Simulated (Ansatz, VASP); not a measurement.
**V: VASP beside Ansatz**

```xyz
1
Lattice="-1.4831 1.4831 1.4831 1.4831 -1.4831 1.4831 1.4831 1.4831 -1.4831" Properties=species:S:1:pos:R:3 pbc="T T T"
V     0.0000    0.0000    0.0000
```

Alike in both runs: task relaxation of cell and atoms; functional PBEsol; k mesh 20 × 20 × 20; occupations gaussian, width 0.1 eV; no spin polarisation.

```csv
,VASP,Ansatz
version,VASP 6.6.1,Ansatz 0.2.0
potentials or method,"VASP PAW PBE potentials, release 64 (V_sv), cutoff 600 eV","scalar-relativistic, plane waves, PAW"
valence electrons in the cell,13,13
```

|  | VASP | Ansatz | Ansatz less VASP |
| --- | --- | --- | --- |
| gap on the k mesh at the Fermi level, each at its own relaxed structure (eV) | none | none | - |
| relaxed volume (Å³/atom) | 12.96 | 12.95 | -0.010 |
| relaxed length of the cell vector where the two differ most in proportion (Å) | 2.563 | 2.562 | -0.0006 |

VASP's potentials were made for PBE, not for PBEsol. A gap of «none» marks a metal or a gap that the smearing closes.
